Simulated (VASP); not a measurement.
A run of VASP 6.6.1:

Contents of INCAR:

```
PREC = Accurate
ENCUT = 520
EDIFF = 1E-7
ISMEAR = 0
SIGMA = 0.02
LREAL = F
LASPH = T
NELM = 60
ALGO = Normal
ISIF = 2
LWAVE = F
LCHARG = T
GGA = PS
LELF = T
LVHAR = T
NBANDS = 50
```

Contents of KPOINTS:

```
regular mesh
0
Gamma
  6 6 6
```

The input POSCAR:

```
HfSiO4
1.0
   -3.2910990207      3.2910990207      2.9830504511
    3.2910990207     -3.2910990207      2.9830504511
    3.2910990207      3.2910990207     -2.9830504511
Hf Si O
2 2 8
Direct
    0.7500000000      0.2500000000      0.5000000000
    0.0000000000      0.0000000000      0.0000000000
    0.2500000000      0.7500000000      0.5000000000
    0.5000000000      0.5000000000      0.0000000000
    0.1333343487      0.3181252223      0.8152091264
    0.0681252223      0.7529160959      0.6847908736
    0.5029160959      0.3181252223      0.1847908736
    0.0681252223      0.3833343487      0.3152091264
    0.6166656513      0.9318747777      0.6847908736
    0.6818747777      0.8666656513      0.1847908736
    0.2470839041      0.9318747777      0.3152091264
    0.6818747777      0.4970839041      0.8152091264
```

Potentials or basis: VASP PAW PBE potentials, release 64 (Hf_pv, Si, O).

Launch:

```sh
$ cat potpaw_PBE.64/Hf_pv/POTCAR potpaw_PBE.64/Si/POTCAR potpaw_PBE.64/O/POTCAR > POTCAR
$ mpirun -np 1 vasp_std > vasp.out
```

Hardware: 1 thread of AMD EPYC 7R13, with other jobs on the host.

Q: How long does it take, and how much memory?

A: Wall time 6.7 min on 1 thread of AMD EPYC 7R13, with other jobs on the host, peak memory 0.32 GiB. Counts: scf iterations 16, k points 30.
